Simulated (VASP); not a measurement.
# Os in VASP: single point with r2SCAN

Aim: the single point of Os with r2SCAN.

Everything below comes from runs of VASP 6.6.1. Logs are shortened: lines on timing, memory, paths and dates and some standing lists are left out, and cuts for length are marked.

### Step 1. The cell of the first run

The typed cell holds 1 atom: a = 2.674 Å, b = 2.674 Å, c = 3.088 Å, α = 54.73°, β = 54.73°, γ = 70.53°.

This isn't the form of Os at room conditions, which is hcp.

### Step 2. Single point, r2SCAN

POSCAR

```
Os
1.0
    0.0000000000      2.1832985905      1.5435921035
    2.1832985905      0.0000000000      1.5435921035
    2.1832985905      2.1832985905      0.0000000000
Os
1
Direct
    0.0000000000      0.0000000000      0.0000000000
```

INCAR.step1

```
SYSTEM = Os
  PREC = Accurate
  ENCUT = 520
  ISMEAR = 0
  SIGMA = 0.15
  LREAL = .FALSE.
  LASPH = .TRUE.
  NELM = 100
  NBANDS = 10
  GGA = PE
  ALGO = Normal
  EDIFF = 1E-4
  LWAVE = .TRUE.
  LCHARG = .FALSE.
```

INCAR.step2

```
SYSTEM = Os
  PREC = Accurate
  ENCUT = 520
  EDIFF = 1E-6
  ISMEAR = 0
  SIGMA = 0.15
  LREAL = .FALSE.
  LASPH = .TRUE.
  NELM = 100
  ALGO = Normal
  ISIF = 2
  LWAVE = .FALSE.
  LCHARG = .FALSE.
  METAGGA = R2SCAN
  LMIXTAU = .TRUE.
  NBANDS = 10
  ISTART = 1
```

KPOINTS

```
Automatic mesh
0
G
  24 24 24
  0 0 0
```

Potentials or basis: VASP PAW PBE potentials, release 64 (Os).

Started as:

```sh
cat potpaw_PBE.64/Os/POTCAR > POTCAR
cp INCAR.step1 INCAR
mpirun -np 1 vasp_std > vasp.out
cp INCAR.step2 INCAR
mpirun -np 1 vasp_std > vasp.out
```

OUTCAR:

```text
SYSTEM = Os
   PREC = Accurate
   ENCUT = 520
   EDIFF = 1E-6
   ISMEAR = 0
   LREAL = .FALSE.
   LASPH = .TRUE.
   NELM = 100
   ISIF = 2
   METAGGA = R2SCAN
   ISTART = 1

 ion  position               nearest neighbor table
   1  0.000  0.000  0.000-

  LATTYP: Found a body centered tetragonal cell.
 ALAT       =     3.0876504774
 C/A-ratio  =     0.9998489886

  Lattice vectors:

 A1 = (   0.0000000000,  -2.1832985905,  -1.5435921035)
 A2 = (   0.0000000000,   2.1832985905,  -1.5435921035)
 A3 = (   2.1832985905,   0.0000000000,   1.5435921035)

Analysis of symmetry for initial positions (statically):
=====================================================================
 Subroutine PRICEL returns:
 Original cell was already a primitive cell.

 Routine SETGRP: Setting up the symmetry group for a
 body centered tetragonal supercell.

 Subroutine GETGRP returns: Found 16 space group operations
 (whereof 16 operations were pure point group operations)
 out of a pool of 16 trial point group operations.

The static configuration has the point symmetry D_4h.

Analysis of symmetry for dynamics (positions and initial velocities):
=====================================================================
 Subroutine PRICEL returns:
 Original cell was already a primitive cell.

 Routine SETGRP: Setting up the symmetry group for a
 body centered tetragonal supercell.

 Subroutine GETGRP returns: Found 16 space group operations
 (whereof 16 operations were pure point group operations)
 out of a pool of 16 trial point group operations.

The dynamic configuration has the point symmetry D_4h.

 Subroutine INISYM returns: Found 16 space group operations
 (whereof 16 operations are pure point group operations),
 and found     1 'primitive' translations

----------------------------------------------------------------------------------------

                                     Primitive cell

  volume of cell :      14.7160

  direct lattice vectors                    reciprocal lattice vectors
     0.000000000  2.183298591  1.543592103    -0.229011278  0.229011278  0.323919771
     2.183298591  0.000000000  1.543592103     0.229011278 -0.229011278  0.323919771
     2.183298591  2.183298591  0.000000000     0.229011278  0.229011278 -0.323919771

  length of vectors
     2.673849158  2.673849158  3.087650477     0.458057145  0.458057145  0.458057145

  position of ions in fractional coordinates (direct lattice)
     0.000000000  0.000000000  0.000000000

  ion indices of the primitive-cell ions
   primitive index   ion index
                 1           1

----------------------------------------------------------------------------------------

 KPOINTS: Automatic mesh

Automatic generation of k-mesh.
 Grid dimensions read from file:
 generate k-points for:   24   24   24

 Generating k-lattice:

  Cartesian coordinates                     Fractional coordinates (reciprocal lattice)
    -0.009542137  0.009542137  0.013496657     0.041666667  0.000000000  0.000000000
     0.009542137 -0.009542137  0.013496657     0.000000000  0.041666667  0.000000000
     0.009542137  0.009542137 -0.013496657    -0.000000000 -0.000000000  0.041666667

  Length of vectors
     0.019085714  0.019085714  0.019085714

  Shift w.r.t. Gamma in fractional coordinates (k-lattice)
     0.000000000  0.000000000  0.000000000

 Subroutine IBZKPT returns following result:
 ===========================================

 Found   1063 irreducible k-points:

 Following reciprocal coordinates:
            Coordinates               Weight
  0.000000  0.000000  0.000000      1.000000
  0.041667  0.000000  0.000000      8.000000
  0.083333  0.000000  0.000000      8.000000
  0.125000  0.000000  0.000000      8.000000
  0.166667  0.000000  0.000000      8.000000
  0.208333  0.000000  0.000000      8.000000
[... 16 lines left out ...]
  0.416667  0.041667  0.000000      8.000000
  0.458333  0.041667  0.000000      8.000000
 [... further k-points ...]
   k-points           NKPTS =   1063   k-points in BZ     NKDIM =   1063   number of bands    NBANDS=     10
   number of dos      NEDOS =    301   number of ions     NIONS =      1
   total plane-waves  NPLWV =   9600
   dimension x,y,z NGX =    20 NGY =   20 NGZ =   24
   dimension x,y,z NGXF=    40 NGYF=   40 NGZF=   48
   ions per type =               1
   NGX,Y,Z   is equivalent  to a cutoff of  12.43, 12.43, 12.92 a.u.
   NGXF,Y,Z  is equivalent  to a cutoff of  24.87, 24.87, 25.84 a.u.
 SYSTEM =  Os
   PREC   = accura    normal or accurate (medium, high low for compatibility)
   ISTART =      1    job   : 0-new  1-cont  2-samecut
   ICHARG =      0    charge: 1-file 2-atom 10-const
   ISPIN  =      1    spin polarized calculation?
   LNONCOLLINEAR =      F non collinear calculations
   LSORBIT =      F    spin-orbit coupling
   LASPH  =      T    aspherical Exc in radial PAW
   ENCUT  =  520.0 eV  38.22 Ry    6.18 a.u.   4.97  4.97  5.74*2*pi/ulx,y,z
   NELM   =    100;   NELMIN=  2; NELMDL=  0     # of ELM steps
   EDIFF  = 0.1E-05   stopping-criterion for ELM
   LREAL  =      F    real-space projection
   EDIFFG = 0.1E-04   stopping-criterion for IOM
   NSW    =      0    number of steps for IOM
   IBRION =     -1    ionic relax: 0-MD 1-quasi-New 2-CG
   NFREE  =      0    steps in history (QN), initial steepest desc. (CG)
   ISIF   =      2    stress and relaxation
   ISYM   =      2    0-nonsym 1-usesym 2-fastsym
   POTIM  = 0.5000    time-step for ionic-motion
   TEBEG  =    0.0;   TEEND  =   0.0 temperature during run
   PSTRESS=    0.0 pullay stress
   NELECT =       8.0000    total number of electrons
   NUPDOWN=      -1.0000    fix difference up-down
   EMIN   =  10.00;   EMAX   =-10.00  energy-range for DOS
   EFERMI =   0.00;   METHOD = LEGACY
   ISMEAR =     0;   SIGMA  =   0.15  broadening in eV -4-tet -1-fermi 0-gaus
   EFERMI_NEDOS =   21; number of points for ismear=-14 and -15
   IALGO  =     38    algorithm
   IMIX   =      4    mixing-type and parameters
     AMIX     =   0.40;   BMIX     =  1.00
     AMIX_MAG =   1.60;   BMIX_MAG =  1.00
  volume/ion in A,a.u.               =      14.72        99.31
  Fermi-wavevector in a.u.,A,eV,Ry     =   1.336109  2.524880 24.288947  1.785187
  Thomas-Fermi vector in A             =   2.464761
   LORBIT       =      0    0 simple, 1 ext, 2 COOP (PROOUT), +10 PAW based schemes
   METAGGA = R2SCAN    functional components
   LHFCALC =     F    Hartree Fock is set to
   AEXX    =    0.0000 exact exchange contribution
   IVDW    =     0    specifies the selected vdW correction
   LEPSILON=     F    determine dielectric tensor
   LRPA    =     F    only Hartree local field effects (RPA)
 non-spin polarized calculation
 Gauss-broadening in eV      SIGMA  =   0.15
  energy-cutoff  :      520.00
  volume of cell :       14.72
 maximum number of plane-waves:       420
   NGX =  9   NGY =  9   NGZ = 11

 number of electron       8.0000000 magnetization

 Free energy of the ion-electron system (eV)
  ---------------------------------------------------
  ext. energy  EPLUGINS =         0.00000000
  ---------------------------------------------------
  free energy    TOTEN  =       -52.08355561 eV

  energy without entropy =      -52.06962535  energy(sigma->0) =      -52.07659048

 E-fermi :   8.8388     XC(G=0): -15.0477

 val. band max:        8.8370021280   @ k =   0.3333   0.0833   0.2083
 cond. band min:       8.8399337624   @ k =  -0.4167   0.0417   0.3750
 fundamental gap:      0.0029316344
 Fermi energy:         8.8388069328

 k-point     1 :       0.0000    0.0000    0.0000
  band No.  band energies     occupation
      1      -2.4518      2.00000
      2       5.3514      2.00000
      3       5.3533      2.00000
      4       5.3533      2.00000
      5       8.7928      1.33570
      6       8.7951      1.31985
      7      25.8388      0.00000
      8      25.8388      0.00000
      9      25.8421      0.00000
     10      37.9576      0.00000

 k-point     2 :       0.0417    0.0000    0.0000
  band No.  band energies     occupation
      1      -2.3659      2.00000
      2       5.3085      2.00000
      3       5.3492      2.00000
      4       5.4310      2.00000
      5       8.7297      1.69622
      6       8.7958      1.31480
      7      25.9005      0.00000
      8      25.9786      0.00000
      9      25.9908      0.00000
     10      36.9067      0.00000

 k-point     3 :       0.0833    0.0000    0.0000
  band No.  band energies     occupation
      1      -2.1129      2.00000
      2       5.1824      2.00000
      3       5.3309      2.00000
      4       5.6651      2.00000
      5       8.5620      1.99093
      6       8.8044      1.25410
      7      26.0557      0.00000
      8      26.3900      0.00000
      9      26.3919      0.00000
     10      35.3291      0.00000

 k-point     4 :       0.1250    0.0000    0.0000
  band No.  band energies     occupation
      1      -1.7077      2.00000
      2       4.9879      2.00000
      3       5.2849      2.00000
      4       6.0496      2.00000
      5       8.3594      1.99999
      6       8.8227      1.12068
      7      26.2211      0.00000
      8      26.8694      0.00000
      9      27.0615      0.00000
     10      33.9702      0.00000

 k-point     5 :       0.1667    0.0000    0.0000
  band No.  band energies     occupation
      1      -1.1788      2.00000
      2       4.7449      2.00000
      3       5.2044      2.00000
      4       6.5755      2.00000
      5       8.2012      2.00000
      6       8.8551      0.87803
      7      26.2357      0.00000
      8      27.1011      0.00000
      9      27.9621      0.00000
     10      33.0803      0.00000

 k-point     6 :       0.2083    0.0000    0.0000
  band No.  band energies     occupation
      1      -0.5754      2.00000
      2       4.4754      2.00000
      3       5.1179      2.00000
      4       7.2287      2.00000
      5       8.1406      2.00000
      6       8.9054      0.53014
      7      25.9245      0.00000
      8      26.6737      0.00000
      9      29.0627      0.00000
     10      32.8581      0.00000
[... 183 lines left out ...]
 k-point    21 :       0.3333    0.0417    0.0000
  band No.  band energies     occupation
      1       0.8870      2.00000
      2       3.7841      2.00000
      3       5.6707      2.00000
      4       8.3014      2.00000
      5       9.3292      0.00000
      6       9.6824      0.00000
      7      22.2653      0.00000
      8      23.9268      0.00000
      9      30.2214      0.00000
     10      33.4943      0.00000

 k-point    22 :       0.3750    0.0417    0.0000
  band No.  band energies     occupation
      1       0.9984      2.00000
      2       3.5924      2.00000
      3       6.3070      2.00000
      4       8.5099      1.99807
      5       9.4703      0.00000
      6      10.5366      0.00000
      7      20.7380      0.00000
      8      23.1634      0.00000
      9      28.7450      0.00000
     10      34.8495      0.00000

 k-point    23 :       0.4167    0.0417    0.0000
  band No.  band energies     occupation
      1       1.0038      2.00000
      2       3.4494      2.00000
      3       7.0034      2.00000
      4       8.6118      1.96763
      5       9.7148      0.00000
      6      11.2799      0.00000
      7      19.3733      0.00000
      8      22.5958      0.00000
      9      27.5104      0.00000
     10      34.4978      0.00000

 k-point    24 :       0.4583    0.0417    0.0000
  band No.  band energies     occupation
      1       0.9784      2.00000
      2       3.3614      2.00000
      3       7.5792      2.00000
      4       8.5668      1.98967
      5      10.0151      0.00000
      6      11.8005      0.00000
      7      18.3780      0.00000
      8      22.2471      0.00000
      9      26.6854      0.00000
     10      34.1788      0.00000

 [... further k-points ...]

------------------------ aborting loop because EDIFF is reached ----------------------------------------

  FORCE on cell =-STRESS in cart. coord.  units (eV):
  Direction    XX          YY          ZZ          XY          YZ          ZX
  --------------------------------------------------------------------------------------
  -------------------------------------------------------------------------------------
  Total       -0.4635088     -0.4635088     -0.4706888      0.0000000      0.0000000     -0.0000000
  in kB      -50.4637801    -50.4637801    -51.2454883      0.0000000      0.0000000     -0.0000000
  external PRESSURE =     -50.7243495 kB  Pullay stress =       0.0000000 kB

 VOLUME and BASIS-vectors are now :
 -----------------------------------------------------------------------------
  energy-cutoff  :      520.00
  volume of cell :       14.72
      direct lattice vectors                 reciprocal lattice vectors
     0.000000000  2.183298591  1.543592103    -0.229011278  0.229011278  0.323919771
     2.183298591  0.000000000  1.543592103     0.229011278 -0.229011278  0.323919771
     2.183298591  2.183298591  0.000000000     0.229011278  0.229011278 -0.323919771

 POSITION                                       TOTAL-FORCE (eV/Angst)
 -----------------------------------------------------------------------------------
      0.00000      0.00000      0.00000         0.000000      0.000000      0.000000
 -----------------------------------------------------------------------------------
    total drift:                               -0.000000     -0.000000     -0.000000

  FREE ENERGIE OF THE ION-ELECTRON SYSTEM (eV)
  ---------------------------------------------------
  free  energy   TOTEN  =       -52.0835556065 eV

  energy  without entropy=      -52.0696253465  energy(sigma->0) =      -52.07659048
```

Run time: 6.1 min. Hardware: 1 thread of Oxide Virtual Turin-like, shared host; peak memory 0.25 GiB.

What came out:

| Item | Value |
| --- | --- |
| Free energy | -52.0836 eV |
| Pressure | -5.1 GPa |
| Band gap on the k mesh | zero (bands 4 and 5 overlap by 4.66 eV) |

Caveat: the cell stands under tension; the PAW data sets were made with another functional, which shifts forces and pressure a little; spin-orbit coupling is left out, which moves the levels of the heavy elements.
